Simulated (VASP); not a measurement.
Set up this calculation in VASP 6.6.1, as the native input.

* Task: single point
* Functional: PBE
* Potentials or basis: VASP PAW PBE potentials, release 64 (Tl_d, Re)
* Cutoff: 520 eV
* k mesh: 6 × 6 × 6
* Occupations: gaussian, width 0.1 eV
* Spin: no spin polarisation
* Dipole correction: no
* Further INCAR settings: ALGO = Normal; EDIFF = 1e-06; NBANDS = 25

The structure of TlRe3 lies in POSCAR:

```
TlRe3
1.0
   -2.0091721328      2.0091721328      4.4880208682
    2.0091721328     -2.0091721328      4.4880208682
    2.0091721328      2.0091721328     -4.4880208682
Tl Re
1 3
Direct
    0.0000000000      0.0000000000      0.0000000000
    0.5000000000      0.5000000000      0.0000000000
    0.2500000000      0.7500000000      0.5000000000
    0.7500000000      0.2500000000      0.5000000000
```

One way to write it, as run:

INCAR

```
  PREC = Accurate
  ENCUT = 520
  EDIFF = 1E-6
  ISMEAR = 0
  SIGMA = 0.1
  LREAL = F
  LASPH = T
  NELM = 60
  ALGO = Normal
  ISIF = 2
  LWAVE = F
  LCHARG = F
  GGA = PE
  NBANDS = 25
```

KPOINTS

```
Automatic mesh
0
Gamma
  6 6 6
```

Potentials or basis: VASP PAW PBE potentials, release 64 (Tl_d, Re).

The run is started by

```bash
$ cat potpaw_PBE.64/Tl_d/POTCAR potpaw_PBE.64/Re/POTCAR > POTCAR
$ mpirun -np 1 vasp_std > vasp.out
```

It gave:

- Pressure: -20.5 GPa
- Band gap on the k mesh: zero (band 17 reaches 7.96 eV, above the bottom of band 18 at 7.14 eV)

Caveat: the k points lie up to 0.37 Å⁻¹ apart; spin-orbit coupling is left out, which moves the levels of the heavy elements.

It took 2.4 min on 1 thread of Intel(R) Xeon(R) Platinum 8488C (Sapphire Rapids), with other jobs on the host, peak memory 0.25 GiB.
